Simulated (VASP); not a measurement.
Set up this calculation in VASP 6.6.1, as the native input.

* Task: single point
* Functional: r2SCAN
* Potentials or basis: VASP PAW PBE potentials, release 64 (Zn, S)
* Cutoff: 520 eV
* k mesh: 8 × 8 × 8
* Occupations: gaussian, width 0.01 eV
* Spin: no spin polarisation
* Dipole correction: no
* Further INCAR settings: ALGO = Normal; EDIFF = 1e-06; NBANDS = 16

Crystal: ZnS.

```
CELL_PARAMETERS angstrom
2.62776 2.62776 0.00000
-2.62776 2.62776 0.00000
0.00000 2.62776 2.62776
ATOMIC_POSITIONS crystal
Zn 0.75000 0.25000 0.50000
S 0.00000 0.00000 0.00000
```

These files were run (other wordings do the same):

POSCAR

```
ZnS
1.0
    2.6277621169      2.6277621169      0.0000000000
   -2.6277621169      2.6277621169      0.0000000000
    0.0000000000      2.6277621169      2.6277621169
Zn S
1 1
Direct
    0.7500000000      0.2500000000      0.5000000000
    0.0000000000      0.0000000000      0.0000000000
```

INCAR.step1

```
SYSTEM = ZnS
PREC = Accurate
ENCUT = 520
ISMEAR = 0
SIGMA = 0.01
LREAL = .False.
LASPH = .True.
NELM = 80
NBANDS = 16
GGA = PE
ALGO = Normal
EDIFF = 1E-4
LWAVE = .True.
LCHARG = .False.
```

INCAR.step2

```
SYSTEM = ZnS
PREC = Accurate
ENCUT = 520
EDIFF = 1E-6
ISMEAR = 0
SIGMA = 0.01
LREAL = .False.
LASPH = .True.
NELM = 80
ALGO = Normal
ISIF = 2
LWAVE = .False.
LCHARG = .False.
METAGGA = R2SCAN
LMIXTAU = .True.
NBANDS = 16
ISTART = 1
```

KPOINTS

```
regular mesh
0
Gamma
  8 8 8
  0 0 0
```

Potentials or basis: VASP PAW PBE potentials, release 64 (Zn, S).

Run with:

```bash
$ cat potpaw_PBE.64/Zn/POTCAR potpaw_PBE.64/S/POTCAR > POTCAR
$ cp INCAR.step1 INCAR
$ mpirun -np 1 vasp_std > vasp.out
$ cp INCAR.step2 INCAR
$ mpirun -np 1 vasp_std > vasp.out
```

Results of the run:

| Property | Result |
| --- | --- |
| Pressure | 7.0 GPa |
| Band gap on the k mesh | 3.07 eV |

Caveat: the cell stands under pressure; the PAW data sets were made with another functional, which shifts forces and pressure a little.

Wall time 120 s on 1 thread of Intel Xeon 8259CL (shared host), peak memory 0.17 GiB.
